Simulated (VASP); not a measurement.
The system is CoO.

```
CELL_PARAMETERS angstrom
1.60222 0.92504 5.13294
-1.60222 0.92504 5.13294
0.00000 -1.85008 5.13294
ATOMIC_POSITIONS crystal
Co 0.99949 0.99949 0.99949
Co 0.49949 0.49949 0.49949
O 0.37550 0.37550 0.37550
O 0.87553 0.87553 0.87553
```

Program: VASP 6.6.1. Alike in all runs: task single point; potentials or basis VASP PAW PBE potentials, release 64 (Co, O); spin collinear, ferromagnetic start; cell as given; k mesh 8 × 8 × 8; cutoff (eV) 660; smearing methfessel-paxton 0.1 eV.

Q: Order these runs on this cell by their pressure, lowest first.
A. level r2SCAN+U; U Co d U = 1.5 eV
B. level r2SCAN+U; U Co d U = 6.0 eV
C. level r2SCAN

A: C (3.7 GPa), A (6.8 GPa), B (9.9 GPa).

Caveats: the cell stands under pressure; the PAW data sets were made with another functional, which shifts forces and pressure a little.
